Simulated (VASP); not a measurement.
# Tl (Im-3m) in VASP: notebook

Tl is run at these levels: PBE; tasks: single point.

Everything below comes from runs of VASP 6.6.1. Logs are shortened: lines on timing, memory, paths and dates and some standing lists are left out, and cuts for length are marked.

## 1. The cell of the first run

The structure is cubic, space group Im-3m (No. 229). Conventional cell: a = 3.882 Å, b = 3.882 Å, c = 3.882 Å, α = 90.00°, β = 90.00°, γ = 90.00°. Within 4.4 Å of Tl (site symmetry m-3m) lie 14 Tl at 3.36 to 3.88 Å.

## 2. Single point, PBE

INCAR

```
PREC = Accurate ; ENCUT = 520
EDIFF = 1E-6 ; ISMEAR = -1
SIGMA = 0.05 ; LREAL = F
LASPH = T ; NELM = 100
ALGO = Normal ; ISIF = 2
LWAVE = F ; LCHARG = T
GGA = PE ; LELF = T
LVHAR = T ; NBANDS = 12
```

KPOINTS

```
regular mesh
0
Gamma
  6 6 6
```

POSCAR

```
Tl
1.0
   -1.9410000000      1.9410000000      1.9410000000
    1.9410000000     -1.9410000000      1.9410000000
    1.9410000000      1.9410000000     -1.9410000000
Tl
1
Direct
    0.0000000000      0.0000000000      0.0000000000
```

Potentials or basis: VASP PAW PBE potentials, release 64 (Tl_d).

Started as:

```sh
$ cat potpaw_PBE.64/Tl_d/POTCAR > POTCAR
$ mpirun -np 1 vasp_std > vasp.out
```

OUTCAR:

```text
PREC = Accurate
   ENCUT = 520
   EDIFF = 1E-6
   ISMEAR = -1
   LREAL = F
   LASPH = T
   NELM = 100
   ISIF = 2
   GGA = PE

 ion  position               nearest neighbor table
   1  0.000  0.000  0.000-

  LATTYP: Found a body centered cubic cell.
 ALAT       =     3.8820000000

  Lattice vectors:

 A1 = (  -1.9410000000,   1.9410000000,   1.9410000000)
 A2 = (   1.9410000000,  -1.9410000000,   1.9410000000)
 A3 = (   1.9410000000,   1.9410000000,  -1.9410000000)

Analysis of symmetry for initial positions (statically):
=====================================================================
 Subroutine PRICEL returns:
 Original cell was already a primitive cell.

 Routine SETGRP: Setting up the symmetry group for a
 body centered cubic supercell.

 Subroutine GETGRP returns: Found 48 space group operations
 (whereof 48 operations were pure point group operations)
 out of a pool of 48 trial point group operations.

The static configuration has the point symmetry O_h .

Analysis of symmetry for dynamics (positions and initial velocities):
=====================================================================
 Subroutine PRICEL returns:
 Original cell was already a primitive cell.

 Routine SETGRP: Setting up the symmetry group for a
 body centered cubic supercell.

 Subroutine GETGRP returns: Found 48 space group operations
 (whereof 48 operations were pure point group operations)
 out of a pool of 48 trial point group operations.

The dynamic configuration has the point symmetry O_h .

 Subroutine INISYM returns: Found 48 space group operations
 (whereof 48 operations are pure point group operations),
 and found     1 'primitive' translations

----------------------------------------------------------------------------------------

                                     Primitive cell

  volume of cell :      29.2507

  direct lattice vectors                    reciprocal lattice vectors
    -1.941000000  1.941000000  1.941000000     0.000000000  0.257599176  0.257599176
     1.941000000 -1.941000000  1.941000000     0.257599176  0.000000000  0.257599176
     1.941000000  1.941000000 -1.941000000     0.257599176  0.257599176  0.000000000

  length of vectors
     3.361910617  3.361910617  3.361910617     0.364300248  0.364300248  0.364300248

  position of ions in fractional coordinates (direct lattice)
     0.000000000  0.000000000  0.000000000

  ion indices of the primitive-cell ions
   primitive index   ion index
                 1           1

----------------------------------------------------------------------------------------

 KPOINTS: regular mesh

Automatic generation of k-mesh.
 Grid dimensions read from file:
 generate k-points for:    6    6    6

 Generating k-lattice:

  Cartesian coordinates                     Fractional coordinates (reciprocal lattice)
     0.000000000  0.042933196  0.042933196     0.166666667  0.000000000  0.000000000
     0.042933196  0.000000000  0.042933196     0.000000000  0.166666667  0.000000000
     0.042933196  0.042933196  0.000000000     0.000000000  0.000000000  0.166666667

  Length of vectors
     0.060716708  0.060716708  0.060716708

  Shift w.r.t. Gamma in fractional coordinates (k-lattice)
     0.000000000  0.000000000  0.000000000

 Subroutine IBZKPT returns following result:
 ===========================================

 Found     16 irreducible k-points:

 Following reciprocal coordinates:
            Coordinates               Weight
  0.000000  0.000000  0.000000      1.000000
  0.166667  0.000000  0.000000     12.000000
  0.333333  0.000000  0.000000     12.000000
  0.500000  0.000000  0.000000      6.000000
  0.166667  0.166667  0.000000     24.000000
  0.333333  0.166667  0.000000     48.000000
[... 8 lines left out ...]
  0.500000  0.500000  0.333333     12.000000
  0.500000  0.500000  0.500000      1.000000
   k-points           NKPTS =     16   k-points in BZ     NKDIM =     16   number of bands    NBANDS=     12
   number of dos      NEDOS =    301   number of ions     NIONS =      1
   total plane-waves  NPLWV =  21952
   dimension x,y,z NGX =    28 NGY =   28 NGZ =   28
   dimension x,y,z NGXF=    56 NGYF=   56 NGZF=   56
   ions per type =               1
   NGX,Y,Z   is equivalent  to a cutoff of  13.85, 13.85, 13.85 a.u.
   NGXF,Y,Z  is equivalent  to a cutoff of  27.69, 27.69, 27.69 a.u.
 SYSTEM =  unknown system
   PREC   = accura    normal or accurate (medium, high low for compatibility)
   ISTART =      0    job   : 0-new  1-cont  2-samecut
   ICHARG =      2    charge: 1-file 2-atom 10-const
   ISPIN  =      1    spin polarized calculation?
   LNONCOLLINEAR =      F non collinear calculations
   LSORBIT =      F    spin-orbit coupling
   LASPH  =      T    aspherical Exc in radial PAW
   ENCUT  =  520.0 eV  38.22 Ry    6.18 a.u.   6.25  6.25  6.25*2*pi/ulx,y,z
   NELM   =    100;   NELMIN=  2; NELMDL= -5     # of ELM steps
   EDIFF  = 0.1E-05   stopping-criterion for ELM
   LREAL  =      F    real-space projection
   EDIFFG = 0.1E-04   stopping-criterion for IOM
   NSW    =      0    number of steps for IOM
   IBRION =     -1    ionic relax: 0-MD 1-quasi-New 2-CG
   NFREE  =      0    steps in history (QN), initial steepest desc. (CG)
   ISIF   =      2    stress and relaxation
   ISYM   =      2    0-nonsym 1-usesym 2-fastsym
   POTIM  = 0.5000    time-step for ionic-motion
   TEBEG  =    0.0;   TEEND  =   0.0 temperature during run
   PSTRESS=    0.0 pullay stress
   NELECT =      13.0000    total number of electrons
   NUPDOWN=      -1.0000    fix difference up-down
   EMIN   =  10.00;   EMAX   =-10.00  energy-range for DOS
   EFERMI =   0.00;   METHOD = LEGACY
   ISMEAR =    -1;   SIGMA  =   0.05  broadening in eV -4-tet -1-fermi 0-gaus
   EFERMI_NEDOS =   21; number of points for ismear=-14 and -15
   IALGO  =     38    algorithm
   IMIX   =      4    mixing-type and parameters
     AMIX     =   0.40;   BMIX     =  1.00
     AMIX_MAG =   1.60;   BMIX_MAG =  1.00
  volume/ion in A,a.u.               =      29.25       197.39
  Fermi-wavevector in a.u.,A,eV,Ry     =   1.249330  2.360891 21.236311  1.560825
  Thomas-Fermi vector in A             =   2.383375
   LORBIT       =      0    0 simple, 1 ext, 2 COOP (PROOUT), +10 PAW based schemes
   GGA     = PE    functional components
[... 5 lines left out ...]
 non-spin polarized calculation
  energy-cutoff  :      520.00
  volume of cell :       29.25
 maximum number of plane-waves:       798
 NGX is ok and might be reduce to    28
   NGX = 13   NGY = 13   NGZ = 13

 number of electron      13.0000002 magnetization

 Free energy of the ion-electron system (eV)
  ---------------------------------------------------
  ext. energy  EPLUGINS =         0.00000000
  ---------------------------------------------------
  free energy    TOTEN  =        -2.20008055 eV

  energy without entropy =       -2.19035756  energy(sigma->0) =       -2.19521905

 E-fermi :   6.1662     XC(G=0): -10.0818

 val. band max:        6.1512210391   @ k =  -0.3333   0.5000   0.1667
 cond. band min:       6.3080329556   @ k =   0.5000   0.5000   0.3333
 fundamental gap:      0.1568119165
 Fermi energy:         6.1662385942

 k-point     1 :       0.0000    0.0000    0.0000
  band No.  band energies     occupation
      1      -5.3056      2.00000
      2      -5.3056      2.00000
      3      -5.3056      2.00000
      4      -4.8969      2.00000
      5      -4.8969      2.00000
      6      -3.5507      2.00000
      7      16.9419      0.00000
      8      16.9419      0.00000
      9      16.9419      0.00000
     10      18.6302      0.00000
     11      18.6302      0.00000
     12      18.6302      0.00000

 k-point     2 :       0.1667    0.0000    0.0000
  band No.  band energies     occupation
      1      -5.3494      2.00000
      2      -5.2894      2.00000
      3      -5.1466      2.00000
      4      -4.9385      2.00000
      5      -4.8974      2.00000
      6      -2.9208      2.00000
      7      12.5789      0.00000
      8      15.2071      0.00000
      9      15.7398      0.00000
     10      17.4048      0.00000
     11      18.1970      0.00000
     12      18.9535      0.00000

 k-point     3 :       0.3333    0.0000    0.0000
  band No.  band energies     occupation
      1      -5.4359      2.00000
      2      -5.3703      2.00000
      3      -4.9473      2.00000
      4      -4.8966      2.00000
      5      -4.8083      2.00000
      6      -0.9977      2.00000
      7       7.1964      0.00000
      8      12.9718      0.00000
      9      14.0650      0.00000
     10      16.5325      0.00000
     11      17.6727      0.00000
     12      20.8390      0.00000
[... 166 lines left out ...]
 k-point    15 :       0.5000    0.5000    0.3333
  band No.  band energies     occupation
      1      -5.4102      2.00000
      2      -5.3653      2.00000
      3      -4.9076      2.00000
      4      -4.8183      2.00000
      5      -4.6770      2.00000
      6       3.1231      2.00000
      7       6.3080      0.11083
      8       8.5841      0.00000
      9       9.7300      0.00000
     10      14.1030      0.00000
     11      14.9663      0.00000
     12      23.1267      0.00000

 k-point    16 :       0.5000    0.5000    0.5000
  band No.  band energies     occupation
      1      -5.4992      2.00000
      2      -5.4992      2.00000
      3      -4.6934      2.00000
      4      -4.6934      2.00000
      5      -4.6934      2.00000
      6       4.6329      2.00000
      7       7.7841      0.00000
      8       7.7841      0.00000
      9       7.7841      0.00000
     10      12.7840      0.00000
     11      12.7840      0.00000
     12      24.4715      0.00000

------------------------ aborting loop because EDIFF is reached ----------------------------------------

  FORCE on cell =-STRESS in cart. coord.  units (eV):
  Direction    XX          YY          ZZ          XY          YZ          ZX
  --------------------------------------------------------------------------------------
  -------------------------------------------------------------------------------------
  Total        0.4208818      0.4208818      0.4208818     -0.0000000      0.0000000     -0.0000000
  in kB       23.0533565     23.0533565     23.0533565     -0.0000000      0.0000000     -0.0000000
  external PRESSURE =      23.0533565 kB  Pullay stress =       0.0000000 kB

 VOLUME and BASIS-vectors are now :
 -----------------------------------------------------------------------------
  energy-cutoff  :      520.00
  volume of cell :       29.25
      direct lattice vectors                 reciprocal lattice vectors
    -1.941000000  1.941000000  1.941000000     0.000000000  0.257599176  0.257599176
     1.941000000 -1.941000000  1.941000000     0.257599176  0.000000000  0.257599176
     1.941000000  1.941000000 -1.941000000     0.257599176  0.257599176  0.000000000

 POSITION                                       TOTAL-FORCE (eV/Angst)
 -----------------------------------------------------------------------------------
      0.00000      0.00000      0.00000         0.000000     -0.000000     -0.000000
 -----------------------------------------------------------------------------------
    total drift:                               -0.000000     -0.000000     -0.000000

  FREE ENERGIE OF THE ION-ELECTRON SYSTEM (eV)
  ---------------------------------------------------
  free  energy   TOTEN  =        -2.2000805498 eV

  energy  without entropy=       -2.1903575592  energy(sigma->0) =       -2.19521905
```

It used 5.3 s of CPU time on 1 thread of Intel Xeon 6975P-C (shared host).

Results:

```yaml
Free_energy: -2.2001 eV
Pressure: 2.3 GPa
```

Levels at points of the mesh, in eV from the Fermi level:
```
           k point  band 3  band 4  band 5  band 6  band 7  band 8  band 9  band 10
(0.00, 0.00, 0.00)  -11.47  -11.06  -11.06   -9.72   10.78   10.78   10.78    12.46
(0.50, 0.00, 0.00)  -11.09  -11.06  -10.79   -4.85   -2.47    5.92    7.27    10.12
(0.50, 0.50, 0.50)  -10.86  -10.86  -10.86   -1.53    1.62    1.62    1.62     6.62
```

Caveat: the k points lie up to 0.38 Å⁻¹ apart; spin-orbit coupling is left out, which moves the levels of the heavy elements.

## 3. Single point, PBE

INCAR

```
PREC     = Accurate       # precision mode
ENCUT    = 520            # plane-wave cutoff, eV
EDIFF    = 1E-7           # SCF threshold, eV
ISMEAR   = -1             # smearing method
SIGMA    = 0.05           # smearing width, eV
LREAL    = F              # projectors in reciprocal space
LASPH    = T              # aspherical terms in the spheres
NELM     = 60             # most SCF steps
ALGO     = Normal         # electronic algorithm
ISIF     = 2              # what is computed and relaxed
LWAVE    = F              # write WAVECAR
LCHARG   = F              # write CHGCAR
GGA      = PE             # functional
NBANDS   = 12             # bands
```

KPOINTS

```
Automatic mesh
0
Gamma
  10 10 10
```

POSCAR is that of step 2.

Potentials or basis: VASP PAW PBE potentials, release 64 (Tl_d).

Started as:

```sh
$ cat potpaw_PBE.64/Tl_d/POTCAR > POTCAR
$ mpirun -np 1 vasp_std > vasp.out
```

It used 12 s of CPU time on 1 thread of Intel Xeon 6975P-C, on a shared host.

The run converged. Its results:

```
Free energy : -2.2171 eV
Pressure    : 2.1 GPa
```

Levels at points of the mesh, in eV from the Fermi level:
| k point | band 2 | band 3 | band 4 | band 5 | band 6 | band 7 | band 8 | band 9 | band 10 | band 11 |
| --- | --- | --- | --- | --- | --- | --- | --- | --- | --- | --- |
| (0.00, 0.00, 0.00) | -11.59 | -11.59 | -11.18 | -11.18 | -9.83 | 10.66 | 10.66 | 10.66 | 12.35 | 12.35 |
| (0.50, 0.00, 0.00) | -11.73 | -11.21 | -11.18 | -10.91 | -4.97 | -2.58 | 5.80 | 7.16 | 10.00 | 11.21 |
| (0.50, 0.50, 0.50) | -11.78 | -10.97 | -10.97 | -10.97 | -1.65 | 1.50 | 1.50 | 1.50 | 6.51 | 6.51 |

Caveat: spin-orbit coupling is left out, which moves the levels of the heavy elements.
